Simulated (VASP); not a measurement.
# SnO2 (Fm-3m) in VASP: single point with PBE-based screened hybrid

Aim: the single point of SnO2 with PBE-based screened hybrid.

All numbers are computed with VASP 6.6.1; they aren't measurements. Logs are shortened: lines on timing, memory, paths and dates and some standing lists are left out, and cuts for length are marked.

## (1) The cell of the first run

It takes space group Fm-3m (No. 225, cubic). The conventional cell has a = 5.148 Å, b = 5.148 Å, c = 5.148 Å, α = 90.00°, β = 90.00°, γ = 90.00°. Sn (site symmetry m-3m) has 8 O at 2.23 Å within 2.9 Å. O (site symmetry -43m) has 4 Sn at 2.23 Å and 6 O at 2.57 Å within 2.9 Å.

## (2) Single point, PBE-based screened hybrid

File POSCAR:

```
SnO2
1.0
    0.0000000000      2.5741500000      2.5741500000
    2.5741500000      0.0000000000      2.5741500000
    2.5741500000      2.5741500000      0.0000000000
Sn O
1 2
Direct
    0.0000000000      0.0000000000      0.0000000000
    0.7500000000      0.7500000000      0.7500000000
    0.2500000000      0.2500000000      0.2500000000
```

File INCAR.step1:

```
SYSTEM = SnO2
ALGO = Normal
EDIFF = 1E-5
ENCUT = 520
GGA = PE
ISIF = 2
ISMEAR = -1
LASPH = .True.
LCHARG = .False.
LREAL = .False.
LWAVE = .True.
NBANDS = 20
NELM = 80
PREC = Accurate
SIGMA = 0.05
```

File INCAR.step2:

```
SYSTEM = SnO2
AEXX = 0.25
ALGO = Normal
EDIFF = 1E-7
ENCUT = 520
GGA = PE
HFSCREEN = 0.3
ISIF = 2
ISMEAR = -1
ISTART = 1
LASPH = .True.
LCHARG = .False.
LHFCALC = .True.
LREAL = .False.
LWAVE = .False.
NBANDS = 20
NELM = 80
PREC = Accurate
PRECFOCK = Normal
SIGMA = 0.05
```

File KPOINTS:

```
k-points
0
Gamma
  5 5 5
  0 0 0
```

Potentials or basis: VASP PAW PBE potentials, release 64 (Sn_d, O).

Command:

```console
$ cat potpaw_PBE.64/Sn_d/POTCAR potpaw_PBE.64/O/POTCAR > POTCAR
$ cp INCAR.step1 INCAR
$ mpirun -np 1 vasp_std > vasp.out
$ cp INCAR.step2 INCAR
$ mpirun -np 1 vasp_std > vasp.out
```

OUTCAR:

```text
SYSTEM = SnO2
   AEXX = 0.25
   EDIFF = 1E-7
   ENCUT = 520
   GGA = PE
   HFSCREEN = 0.3
   ISIF = 2
   ISMEAR = -1
   ISTART = 1
   LASPH = .True.
   LHFCALC = .True.
   LREAL = .False.
   NELM = 80
   PREC = Accurate
   PRECFOCK = Normal

 ion  position               nearest neighbor table
   1  0.000  0.000  0.000-   2 2.23   3 2.23   2 2.23   2 2.23   2 2.23   3 2.23   3 2.23   3 2.23

   2  0.750  0.750  0.750-   1 2.23   1 2.23   1 2.23   1 2.23
   3  0.250  0.250  0.250-   1 2.23   1 2.23   1 2.23   1 2.23

  LATTYP: Found a face centered cubic cell.
 ALAT       =     5.1483000000

  Lattice vectors:

 A1 = (   0.0000000000,   2.5741500000,   2.5741500000)
 A2 = (   2.5741500000,   0.0000000000,   2.5741500000)
 A3 = (   2.5741500000,   2.5741500000,   0.0000000000)

Analysis of symmetry for initial positions (statically):
=====================================================================
 Subroutine PRICEL returns:
 Original cell was already a primitive cell.

 Routine SETGRP: Setting up the symmetry group for a
 face centered cubic supercell.

 Subroutine GETGRP returns: Found 48 space group operations
 (whereof 48 operations were pure point group operations)
 out of a pool of 48 trial point group operations.

The static configuration has the point symmetry O_h .

Analysis of symmetry for dynamics (positions and initial velocities):
=====================================================================
 Subroutine PRICEL returns:
 Original cell was already a primitive cell.

 Routine SETGRP: Setting up the symmetry group for a
 face centered cubic supercell.

 Subroutine GETGRP returns: Found 48 space group operations
 (whereof 48 operations were pure point group operations)
 out of a pool of 48 trial point group operations.

The dynamic configuration has the point symmetry O_h .

 Subroutine INISYM returns: Found 48 space group operations
 (whereof 48 operations are pure point group operations),
 and found     1 'primitive' translations

----------------------------------------------------------------------------------------

                                     Primitive cell

  volume of cell :      34.1139

  direct lattice vectors                    reciprocal lattice vectors
     0.000000000  2.574150000  2.574150000    -0.194238875  0.194238875  0.194238875
     2.574150000  0.000000000  2.574150000     0.194238875 -0.194238875  0.194238875
     2.574150000  2.574150000  0.000000000     0.194238875  0.194238875 -0.194238875

  length of vectors
     3.640397842  3.640397842  3.640397842     0.336431600  0.336431600  0.336431600

  position of ions in fractional coordinates (direct lattice)
     0.000000000  0.000000000  0.000000000
     0.750000000  0.750000000  0.750000000
     0.250000000  0.250000000  0.250000000

  ion indices of the primitive-cell ions
   primitive index   ion index
                 1           1
                 2           2
                 3           3

----------------------------------------------------------------------------------------

 KPOINTS: k-points

Automatic generation of k-mesh.
 Grid dimensions read from file:
 generate k-points for:    5    5    5

 Generating k-lattice:

  Cartesian coordinates                     Fractional coordinates (reciprocal lattice)
    -0.038847775  0.038847775  0.038847775     0.200000000  0.000000000  0.000000000
     0.038847775 -0.038847775  0.038847775     0.000000000  0.200000000  0.000000000
     0.038847775  0.038847775 -0.038847775     0.000000000  0.000000000  0.200000000

  Length of vectors
     0.067286320  0.067286320  0.067286320

  Shift w.r.t. Gamma in fractional coordinates (k-lattice)
     0.000000000  0.000000000  0.000000000

 Subroutine IBZKPT returns following result:
 ===========================================

 Found     10 irreducible k-points:

 Following reciprocal coordinates:
            Coordinates               Weight
  0.000000  0.000000  0.000000      1.000000
  0.200000  0.000000  0.000000      8.000000
  0.400000  0.000000  0.000000      8.000000
  0.200000  0.200000  0.000000      6.000000
  0.400000  0.200000  0.000000     24.000000
 -0.400000  0.200000  0.000000     24.000000
 -0.200000  0.200000  0.000000     12.000000
  0.400000  0.400000  0.000000      6.000000
 -0.400000  0.400000  0.000000     12.000000
 -0.400000  0.400000  0.200000     24.000000
   k-points           NKPTS =     10   k-points in BZ     NKDIM =    125   number of bands    NBANDS=     20
   number of dos      NEDOS =    301   number of ions     NIONS =      3
   total plane-waves  NPLWV =  21952
   dimension x,y,z NGX =    28 NGY =   28 NGZ =   28
   dimension x,y,z NGXF=    56 NGYF=   56 NGZF=   56
   ions per type =               1   2
   NGX,Y,Z   is equivalent  to a cutoff of  12.79, 12.79, 12.79 a.u.
   NGXF,Y,Z  is equivalent  to a cutoff of  25.57, 25.57, 25.57 a.u.
 SYSTEM =  SnO2
   PREC   = accura    normal or accurate (medium, high low for compatibility)
   ISTART =      1    job   : 0-new  1-cont  2-samecut
   ICHARG =      0    charge: 1-file 2-atom 10-const
   ISPIN  =      1    spin polarized calculation?
   LNONCOLLINEAR =      F non collinear calculations
   LSORBIT =      F    spin-orbit coupling
   LASPH  =      T    aspherical Exc in radial PAW
   ENCUT  =  520.0 eV  38.22 Ry    6.18 a.u.   6.77  6.77  6.77*2*pi/ulx,y,z
   NELM   =     80;   NELMIN=  2; NELMDL=  0     # of ELM steps
   EDIFF  = 0.1E-06   stopping-criterion for ELM
   LREAL  =      F    real-space projection
   EDIFFG = 0.1E-05   stopping-criterion for IOM
   NSW    =      0    number of steps for IOM
   IBRION =     -1    ionic relax: 0-MD 1-quasi-New 2-CG
   NFREE  =      0    steps in history (QN), initial steepest desc. (CG)
   ISIF   =      2    stress and relaxation
   ISYM   =      3    0-nonsym 1-usesym 2-fastsym
   POTIM  = 0.5000    time-step for ionic-motion
   TEBEG  =    0.0;   TEEND  =   0.0 temperature during run
   PSTRESS=    0.0 pullay stress
   NELECT =      26.0000    total number of electrons
   NUPDOWN=      -1.0000    fix difference up-down
   EMIN   =  10.00;   EMAX   =-10.00  energy-range for DOS
   EFERMI =   0.00;   METHOD = LEGACY
   ISMEAR =    -1;   SIGMA  =   0.05  broadening in eV -4-tet -1-fermi 0-gaus
   EFERMI_NEDOS =   21; number of points for ismear=-14 and -15
   IALGO  =     38    algorithm
   IMIX   =      1    mixing-type and parameters
     AMIX     =   0.40;   BMIX     =  1.00
     AMIX_MAG =   1.60;   BMIX_MAG =  1.00
  volume/ion in A,a.u.               =      11.37        76.74
  Fermi-wavevector in a.u.,A,eV,Ry     =   1.495393  2.825884 30.425363  2.236201
  Thomas-Fermi vector in A             =   2.607544
   LORBIT       =      0    0 simple, 1 ext, 2 COOP (PROOUT), +10 PAW based schemes
   GGA     = PE    functional components
   LHFCALC =     T    Hartree Fock is set to
   PRECFOCK=normal    Normal, Fast or Accurate (Low or Medium for compatibility)
   ENCUT4O =  -1.0   cutoff for four orbital integrals eV
   NKREDX  =     1    reduce k-point grid by
   NKREDY  =     1    reduce k-point grid by
   NKREDZ  =     1    reduce k-point grid by
   AEXX    =    0.2500 exact exchange contribution
   HFSCREEN=    0.3000 screening length (either q_TF or 0.3 A-1)
   HFSCREENC=   0.3000 screening length for correlation (either q_TF or 0.3 A-1)
   ENCUTFOCK=  -1.0 apply spherical cutoff to Coloumb kernel
   IVDW    =     0    specifies the selected vdW correction
   LEPSILON=     F    determine dielectric tensor
   LRPA    =     F    only Hartree local field effects (RPA)
 non-spin polarized calculation
  energy-cutoff  :      520.00
  volume of cell :       34.11
 maximum number of plane-waves:       941
  NGX = 24; NGY = 24; NGZ = 24

 number of electron      25.9999992 magnetization

 Free energy of the ion-electron system (eV)
  ---------------------------------------------------
  ext. energy  EPLUGINS =         0.00000000
  ---------------------------------------------------
  free energy    TOTEN  =       -22.08595182 eV

  energy without entropy =      -22.08594972  energy(sigma->0) =      -22.08595077

 E-fermi :   6.9221     XC(G=0):  -9.6977

 val. band max:        6.3267095141   @ k =  -0.4000   0.4000   0.0000
 cond. band min:       7.3769454208   @ k =   0.0000   0.0000   0.0000
 fundamental gap:      1.0502359067
 Fermi energy:         6.9220678636

 k-point     1 :       0.0000    0.0000    0.0000
  band No.  band energies     occupation
      1     -15.6964      2.00000
      2     -15.6964      2.00000
      3     -15.6964      2.00000
      4     -15.5354      2.00000
      5     -15.5354      2.00000
      6     -14.5209      2.00000
[... 12 lines left out ...]
     19      22.9726      0.00000
     20      22.9726      0.00000

 k-point     2 :       0.2000    0.0000    0.0000
  band No.  band energies     occupation
      1     -15.8460      2.00000
      2     -15.6725      2.00000
      3     -15.6725      2.00000
      4     -15.5346      2.00000
      5     -15.5346      2.00000
      6     -14.1009      2.00000
[... 12 lines left out ...]
     19      23.1171      0.00000
     20      23.2913      0.00000

 k-point     3 :       0.4000    0.0000    0.0000
  band No.  band energies     occupation
      1     -16.1046      2.00000
      2     -15.6498      2.00000
      3     -15.6498      2.00000
      4     -15.5167      2.00000
      5     -15.5167      2.00000
      6     -12.9315      2.00000
[... 12 lines left out ...]
     19      23.1749      0.00000
     20      23.5815      0.00000

 k-point     4 :       0.2000    0.2000    0.0000
  band No.  band energies     occupation
      1     -15.8942      2.00000
      2     -15.6470      2.00000
      3     -15.6470      2.00000
      4     -15.5554      2.00000
      5     -15.5224      2.00000
      6     -14.0264      2.00000
[... 12 lines left out ...]
     19      23.5013      0.00000
     20      24.9856      0.00000

 k-point     5 :       0.4000    0.2000    0.0000
  band No.  band energies     occupation
      1     -16.0430      2.00000
      2     -15.7003      2.00000
      3     -15.6146      2.00000
      4     -15.5624      2.00000
      5     -15.5097      2.00000
      6     -13.1539      2.00000
[... 12 lines left out ...]
     19      23.9867      0.00000
     20      26.7865      0.00000

 k-point     6 :      -0.4000    0.2000    0.0000
  band No.  band energies     occupation
      1     -16.0553      2.00000
      2     -15.7902      2.00000
      3     -15.6130      2.00000
      4     -15.5466      2.00000
      5     -15.5218      2.00000
      6     -12.1951      2.00000
[... 12 lines left out ...]
     19      23.4094      0.00000
     20      27.0940      0.00000

 k-point     7 :      -0.2000    0.2000    0.0000
  band No.  band energies     occupation
      1     -15.9265      2.00000
      2     -15.7626      2.00000
      3     -15.6411      2.00000
      4     -15.5450      2.00000
      5     -15.5307      2.00000
      6     -13.4051      2.00000
[... 12 lines left out ...]
     19      23.0831      0.00000
     20      26.1129      0.00000

 k-point     8 :       0.4000    0.4000    0.0000
  band No.  band energies     occupation
      1     -16.1921      2.00000
      2     -15.5915      2.00000
      3     -15.5638      2.00000
      4     -15.5638      2.00000
      5     -15.5014      2.00000
      6     -13.0402      2.00000
[... 12 lines left out ...]
     19      24.8231      0.00000
     20      25.9593      0.00000

 k-point     9 :      -0.4000    0.4000    0.0000
  band No.  band energies     occupation
      1     -16.1519      2.00000
      2     -15.7083      2.00000
      3     -15.5836      2.00000
      4     -15.5616      2.00000
      5     -15.5102      2.00000
      6     -12.4386      2.00000
[... 12 lines left out ...]
     19      25.0822      0.00000
     20      25.9111      0.00000

 k-point    10 :      -0.4000    0.4000    0.2000
  band No.  band energies     occupation
      1     -16.0361      2.00000
      2     -15.8475      2.00000
      3     -15.5698      2.00000
      4     -15.5662      2.00000
      5     -15.5205      2.00000
      6     -12.3056      2.00000
[... 12 lines left out ...]
     19      24.2991      0.00000
     20      26.6729      0.00000

------------------------ aborting loop because EDIFF is reached ----------------------------------------

  FORCE on cell =-STRESS in cart. coord.  units (eV):
  Direction    XX          YY          ZZ          XY          YZ          ZX
  --------------------------------------------------------------------------------------
  -------------------------------------------------------------------------------------
  Total       -2.3664086     -2.3664086     -2.3664086      0.0000000     -0.0000000     -0.0000000
  in kB     -111.1395848   -111.1395848   -111.1395848      0.0000000     -0.0000000     -0.0000000
  external PRESSURE =    -111.1395848 kB  Pullay stress =       0.0000000 kB

 VOLUME and BASIS-vectors are now :
 -----------------------------------------------------------------------------
  energy-cutoff  :      520.00
  volume of cell :       34.11
      direct lattice vectors                 reciprocal lattice vectors
     0.000000000  2.574150000  2.574150000    -0.194238875  0.194238875  0.194238875
     2.574150000  0.000000000  2.574150000     0.194238875 -0.194238875  0.194238875
     2.574150000  2.574150000  0.000000000     0.194238875  0.194238875 -0.194238875

 POSITION                                       TOTAL-FORCE (eV/Angst)
 -----------------------------------------------------------------------------------
      0.00000      0.00000      0.00000        -0.000000      0.000000      0.000000
      3.86123      3.86123      3.86123         0.000000      0.000000     -0.000000
      1.28707      1.28707      1.28707        -0.000000     -0.000000     -0.000000
 -----------------------------------------------------------------------------------
    total drift:                                0.000031     -0.000033     -0.000018

  FREE ENERGIE OF THE ION-ELECTRON SYSTEM (eV)
  ---------------------------------------------------
  free  energy   TOTEN  =       -22.0859518248 eV

  energy  without entropy=      -22.0859497177  energy(sigma->0) =      -22.08595077
```

Wall time 47 min (1 thread of Oxide Virtual Turin-like, shared host); peak memory 0.23 GiB.

Results:

| Item | Value |
| --- | --- |
| Free energy | -22.0860 eV |
| Pressure | -11.1 GPa |
| Band gap on the k mesh | 1.05 eV, indirect (least direct gap 2.32 eV) |

Levels at points of the mesh, in eV from the valence-band top:
| k point | band 9 | band 10 | band 11 | band 12 | band 13 | band 14 | band 15 | band 16 | band 17 | band 18 |
| --- | --- | --- | --- | --- | --- | --- | --- | --- | --- | --- |
| (0.00, 0.00, 0.00) | -2.91 | -2.91 | -1.27 | -1.27 | -1.27 | 1.05 | 8.45 | 8.45 | 8.45 | 14.75 |

Caveat: the k points lie up to 0.42 Å⁻¹ apart; the PAW data sets were made with another functional, which shifts forces and pressure a little; spin-orbit coupling is left out, which moves the levels of the heavy elements. A k mesh can miss the band edges.
